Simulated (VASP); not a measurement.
# HfN (P6_3/mmc) in VASP: further runs, part 2 of 2

VASP 6.6.1. Earlier steps stand in the parts before.

### Step 3. Single point, PBEsol (strain +0.000 along x and y, -0.030 along z)

The input, INCAR:

```
ALGO = Normal
EDIFF = 1E-6
ENCUT = 520
GGA = PS
ISIF = 2
ISMEAR = 0
LASPH = T
LCHARG = F
LREAL = F
LWAVE = F
NBANDS = 23
NELM = 80
PREC = Accurate
SIGMA = 0.15
```

The input, KPOINTS:

```
k-points
0
Gamma
  18 18 10
```

The input, POSCAR:

```
HfN
1.0
    3.1277073063      0.0000000000      0.0000000000
   -1.5638536532      2.7086739828      0.0000000000
    0.0000000000      0.0000000000      5.2292078537
Hf N
2 2
Direct
    0.6666666667      0.3333333333      0.7500000000
    0.3333333333      0.6666666667      0.2500000000
    0.0000000000      0.0000000000      0.0000000000
    0.0000000000      0.0000000000      0.5000000000
```

Potentials or basis: VASP PAW PBE potentials, release 64 (Hf_pv, N).

Started as:

```bash
$ cat potpaw_PBE.64/Hf_pv/POTCAR potpaw_PBE.64/N/POTCAR > POTCAR
$ mpirun -np 1 vasp_std > vasp.out
```

OUTCAR:

```text
EDIFF = 1E-6
   ENCUT = 520
   GGA = PS
   ISIF = 2
   ISMEAR = 0
   LASPH = T
   LREAL = F
   NELM = 80
   PREC = Accurate

 ion  position               nearest neighbor table
   1  0.667  0.333  0.750-   3 2.23   4 2.23   3 2.23   4 2.23   3 2.23   4 2.23   2 3.18   2 3.18
                             2 3.18   2 3.18   2 3.18   2 3.18
   2  0.333  0.667  0.250-   3 2.23   4 2.23   3 2.23   4 2.23   3 2.23   4 2.23   1 3.18   1 3.18
                             1 3.18   1 3.18   1 3.18   1 3.18
   3  0.000  0.000  0.000-   1 2.23   2 2.23   2 2.23   1 2.23   1 2.23   2 2.23
   4  0.000  0.000  0.500-   1 2.23   2 2.23   2 2.23   1 2.23   1 2.23   2 2.23

  LATTYP: Found a hexagonal cell.
 ALAT       =     3.1277073063
 C/A-ratio  =     1.6718980843

  Lattice vectors:

 A1 = (   3.1277073063,   0.0000000000,   0.0000000000)
 A2 = (  -1.5638536532,   2.7086739828,   0.0000000000)
 A3 = (   0.0000000000,   0.0000000000,   5.2292078537)

Analysis of symmetry for initial positions (statically):
=====================================================================
 Subroutine PRICEL returns:
 Original cell was already a primitive cell.

 Routine SETGRP: Setting up the symmetry group for a
 hexagonal supercell.

 Subroutine GETGRP returns: Found 24 space group operations
 (whereof 12 operations were pure point group operations)
 out of a pool of 24 trial point group operations.

The static configuration has the point symmetry D_3d.
 The point group associated with its full space group is D_6h.

Analysis of symmetry for dynamics (positions and initial velocities):
=====================================================================
 Subroutine PRICEL returns:
 Original cell was already a primitive cell.

 Routine SETGRP: Setting up the symmetry group for a
 hexagonal supercell.

 Subroutine GETGRP returns: Found 24 space group operations
 (whereof 12 operations were pure point group operations)
[... 119 lines left out ...]
   NUPDOWN=      -1.0000    fix difference up-down
   EMIN   =  10.00;   EMAX   =-10.00  energy-range for DOS
   EFERMI =   0.00;   METHOD = LEGACY
   ISMEAR =     0;   SIGMA  =   0.15  broadening in eV -4-tet -1-fermi 0-gaus
   EFERMI_NEDOS =   21; number of points for ismear=-14 and -15
   IALGO  =     38    algorithm
   IMIX   =      4    mixing-type and parameters
     AMIX     =   0.40;   BMIX     =  1.00
     AMIX_MAG =   1.60;   BMIX_MAG =  1.00
  volume/ion in A,a.u.               =      11.08        74.74
  Fermi-wavevector in a.u.,A,eV,Ry     =   1.437614  2.716697 28.119629  2.066734
  Thomas-Fermi vector in A             =   2.556672
   LORBIT       =      0    0 simple, 1 ext, 2 COOP (PROOUT), +10 PAW based schemes
   GGA     = PS    functional components
   LHFCALC =     F    Hartree Fock is set to
   AEXX    =    0.0000 exact exchange contribution
   IVDW    =     0    specifies the selected vdW correction
   LEPSILON=     F    determine dielectric tensor
   LRPA    =     F    only Hartree local field effects (RPA)
 non-spin polarized calculation
 Gauss-broadening in eV      SIGMA  =   0.15
  energy-cutoff  :      520.00
  volume of cell :       44.30
 maximum number of plane-waves:      1206
 NGX is ok and might be reduce to    24
   NGX = 11   NGY = 11   NGZ = 19

 number of electron      29.9999992 magnetization

 Free energy of the ion-electron system (eV)
  ---------------------------------------------------
  ext. energy  EPLUGINS =         0.00000000
  ---------------------------------------------------
  free energy    TOTEN  =       -45.81057984 eV

  energy without entropy =      -45.80329057  energy(sigma->0) =      -45.80693520

 E-fermi :   8.1483     XC(G=0): -13.1087

 val. band max:        8.1451536375   @ k =   0.3333   0.2778   0.4000
 cond. band min:       8.1616042472   @ k =   0.1111  -0.0000   0.0000
 fundamental gap:      0.0164506097
 Fermi energy:         8.1483459578

 k-point     1 :       0.0000    0.0000    0.0000
  band No.  band energies     occupation
      1     -23.5457      2.00000
      2     -22.4713      2.00000
      3     -22.4381      2.00000
      4     -22.4381      2.00000
      5     -22.3525      2.00000
      6     -22.3525      2.00000
[... 613 lines left out ...]
     22      14.6062      0.00000
     23      15.5669      0.00000

 [... further k-points ...]
[... 5 lines left out ...]
  --------------------------------------------------------------------------------------
  -------------------------------------------------------------------------------------
  Total        0.6084507      0.6084507      4.6536087     -0.0000000     -0.0000000      0.0000000
  in kB       22.0047895     22.0047895    168.2990619     -0.0000000     -0.0000000      0.0000000
  external PRESSURE =      70.7695470 kB  Pullay stress =       0.0000000 kB

 VOLUME and BASIS-vectors are now :
 -----------------------------------------------------------------------------
  energy-cutoff  :      520.00
  volume of cell :       44.30
      direct lattice vectors                 reciprocal lattice vectors
     3.127707306  0.000000000  0.000000000     0.319723012  0.184592167  0.000000000
    -1.563853653  2.708673983  0.000000000     0.000000000  0.369184334  0.000000000
     0.000000000  0.000000000  5.229207854     0.000000000  0.000000000  0.191233554

 POSITION                                       TOTAL-FORCE (eV/Angst)
 -----------------------------------------------------------------------------------
      1.56385      0.90289      3.92191        -0.000000      0.000000      0.000000
     -0.00000      1.80578      1.30730         0.000000      0.000000      0.000000
      0.00000      0.00000      0.00000        -0.000000      0.000000      0.000000
      0.00000      0.00000      2.61460         0.000000      0.000000      0.000000
 -----------------------------------------------------------------------------------
    total drift:                                0.000000     -0.000000      0.000000

  FREE ENERGIE OF THE ION-ELECTRON SYSTEM (eV)
  ---------------------------------------------------
  free  energy   TOTEN  =       -45.8105798416 eV

  energy  without entropy=      -45.8032905660  energy(sigma->0) =      -45.80693520
```

It took 93 s on 1 thread of AMD EPYC 9R45 (Zen 5), shared host; peak memory 0.28 GiB.

What came out:

- Free energy: -45.8106 eV
- Pressure: 7.1 GPa
- Band gap on the k mesh: zero (band 15 reaches 10.25 eV, above the bottom of band 16 at 7.66 eV)

Stress tensor (GPa, compression positive):
```
 2.20  0.00  0.00
 0.00  2.20  0.00
 0.00  0.00 16.83
```

Levels at points of the mesh, in eV from the Fermi level:
| k point | band 11 | band 12 | band 13 | band 14 | band 15 | band 16 | band 17 | band 18 | band 19 | band 20 |
| --- | --- | --- | --- | --- | --- | --- | --- | --- | --- | --- |
| (0.00, 0.00, 0.00) | -5.10 | -3.83 | -3.83 | -1.44 | -0.41 | 0.68 | 0.68 | 1.15 | 1.60 | 1.60 |
| (0.50, 0.00, 0.00) | -5.87 | -5.81 | -3.42 | -2.97 | -2.15 | 2.82 | 2.86 | 4.32 | 5.02 | 5.86 |
| (0.00, 0.00, 0.50) | -4.74 | -4.74 | -4.74 | -4.74 | 2.10 | 2.10 | 3.03 | 3.03 | 3.15 | 3.15 |
| (0.50, 0.00, 0.50) | -5.54 | -5.54 | -4.71 | -4.71 | -0.25 | -0.25 | 4.72 | 4.72 | 4.77 | 4.77 |

Caveat: the cell differs from its parent crystal (strain +0.000 along x and y, -0.030 along z); the PAW data sets were made with another functional, which shifts forces and pressure a little; spin-orbit coupling is left out, which moves the levels of the heavy elements.

### Step 4. Single point, PBEsol (strain -0.015 along x and y, +0.000 along z)

The input, INCAR:

```
SYSTEM = HfN
ALGO     = Normal         ! electronic algorithm
EDIFF    = 1E-6           ! SCF threshold, eV
ENCUT    = 520            ! plane-wave cutoff, eV
GGA      = PS             ! functional
ISIF     = 2              ! what is computed and relaxed
ISMEAR   = 0              ! smearing method
LASPH    = .TRUE.         ! aspherical terms in the spheres
LCHARG   = .TRUE.         ! write CHGCAR
LELF     = .TRUE.         ! ELF
LREAL    = .FALSE.        ! projectors in reciprocal space
LVHAR    = .TRUE.       
LWAVE    = .FALSE.        ! write WAVECAR
NBANDS   = 23             ! bands
NELM     = 60             ! most SCF steps
PREC     = Accurate       ! precision mode
SIGMA    = 0.15           ! smearing width, eV
```

The input, KPOINTS:

```
k-points
0
G
  18 18 10
  0 0 0
```

The input, POSCAR:

```
HfN
1.0
    3.0807916967      0.0000000000      0.0000000000
   -1.5403958484      2.6680438731      0.0000000000
    0.0000000000      0.0000000000      5.3909359316
Hf N
2 2
Direct
    0.6666666667      0.3333333333      0.7500000000
    0.3333333333      0.6666666667      0.2500000000
    0.0000000000      0.0000000000      0.0000000000
    0.0000000000      0.0000000000      0.5000000000
```

Started as:

```bash
$ cat potpaw_PBE.64/Hf_pv/POTCAR potpaw_PBE.64/N/POTCAR > POTCAR
$ mpirun -np 1 vasp_std > vasp.out
```

It took 99 s on 1 thread of AMD EPYC 9R45 (Zen 5), shared host; peak memory 0.28 GiB.

The run converged. Its results:

```yaml
Free_energy: -45.8447 eV
Pressure: 6.8 GPa
Band_gap_on_the_k_mesh: zero (band 15 reaches 9.99 eV, above the bottom of band 16 at 7.62 eV)
```

Stress tensor (GPa, compression positive):
```
8.94 0.00 0.00
0.00 8.94 0.00
0.00 0.00 2.59
```

Levels at points of the mesh, in eV from the Fermi level:
```csv
k point,band 13,band 14,band 15,band 16,band 17,band 18
"(0.00, 0.00, 0.00)",-3.59,-1.78,-0.78,0.76,0.76,1.43
"(0.50, 0.00, 0.00)",-3.19,-2.88,-2.50,2.53,2.93,4.84
"(0.00, 0.00, 0.50)",-4.41,-4.41,1.92,1.92,3.02,3.02
"(0.50, 0.00, 0.50)",-4.51,-4.51,-0.22,-0.22,5.10,5.10
```

Caveat: the cell differs from its parent crystal (strain -0.015 along x and y, +0.000 along z); the PAW data sets were made with another functional, which shifts forces and pressure a little; spin-orbit coupling is left out, which moves the levels of the heavy elements.

### Step 5. Summary

| cell | gap on the mesh (eV) | pressure (GPa) |
| --- | --- | --- |
| a = 3.034, b = 3.034, c = 5.553 Å, angles 90.0, 90.0, 120.0°, 4 atoms | none | 7.2 |
| a = 3.128, b = 3.128, c = 5.229 Å, angles 90.0, 90.0, 120.0°, 4 atoms | none | 7.1 |
| a = 3.081, b = 3.081, c = 5.391 Å, angles 90.0, 90.0, 120.0°, 4 atoms | none | 6.8 |

Alike in all rows: task single point; level PBEsol; potentials or basis VASP PAW PBE potentials, release 64 (Hf_pv, N); no spin polarisation; k mesh 18 × 18 × 10; cutoff (eV) 520; smearing gaussian 0.15 eV.

Caveats: the PAW data sets were made with another functional, which shifts forces and pressure a little; spin-orbit coupling is left out, which moves the levels of the heavy elements.

Total energies depend on the potentials used, so only differences within one code and one set of settings carry meaning.
